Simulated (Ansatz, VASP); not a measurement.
# BiRu: VASP beside Ansatz

POSCAR

```
BiRu
1.0
    0.0000000000      3.0920434072      3.0920434072
    3.0920434072      0.0000000000      3.0920434072
    3.0920434072      3.0920434072      0.0000000000
Ru Bi
1 1
Direct
    0.0000000000      0.0000000000      0.0000000000
    0.2500000000      0.2500000000      0.2500000000
```

File INCAR.step1:

```
ALGO = Normal
EDIFF = 1E-4
ENCUT = 520
GGA = PE
ISMEAR = 0
LASPH = True
LCHARG = False
LREAL = False
LWAVE = True
NBANDS = 22
NELM = 100
PREC = Accurate
SIGMA = 0.05
```

Contents of INCAR.step2:

```
ALGO = Normal
EDIFF = 1E-6
ENCUT = 520
ISIF = 2
ISMEAR = 0
ISTART = 1
LASPH = True
LCHARG = False
LMIXTAU = True
LREAL = False
LWAVE = False
METAGGA = R2SCAN
NBANDS = 22
NELM = 100
PREC = Accurate
SIGMA = 0.05
```

The input KPOINTS:

```
k-points
0
Gamma
  10 10 10
```

Input for Ansatz:

```yaml
crystal:
  lattice:
    - [0.0, 3.0920434072, 3.0920434072]
    - [3.0920434072, 0.0, 3.0920434072]
    - [3.0920434072, 3.0920434072, 0.0]
  atoms:
    - { symbol: Ru, position: [0.0, 0.0, 0.0] }
    - { symbol: Bi, position: [0.25, 0.25, 0.25] }
basis:
  ecutwfc: 500
  ecutrho_ratio: 4
kpoints:
  mp_grid: { grid: [10, 10, 10] }
hamiltonian:
  xc: r2scan
scf:
  occupations: { method: gaussian, width: 0.05 }
output:
  forces: true
  stress: true
  eigenvalues: true
```

Alike in both runs: task single point; functional r2SCAN; k mesh 10 × 10 × 10; occupations gaussian, width 0.05 eV; no spin polarisation.

|  | VASP | Ansatz |
| --- | --- | --- |
| version | VASP 6.6.1 | Ansatz 0.2.0 |
| potentials or method | VASP PAW PBE potentials, release 64 (Ru_pv, Bi_d), cutoff 520 eV | scalar-relativistic, plane waves, PAW |
| valence electrons in the cell | 29 | 31 |

Ansatz gave:

* gap on the k mesh at the Fermi level (eV): none
* pressure (GPa): -5.0

Question: Estimate VASP's values.

Answer: gap on the k mesh at the Fermi level (eV): none; pressure (GPa): -4.8.

VASP's potentials were made for PBE, not for r2SCAN. A gap of «none» marks a metal or a gap that the smearing closes. With one functional, cell and mesh, what is left measures potentials, basis and numerics. VASP's potentials hold 29 valence electrons a cell and Ansatz's 31, so a difference there can come from the potentials and not from the codes.

Spin-orbit coupling is off throughout.
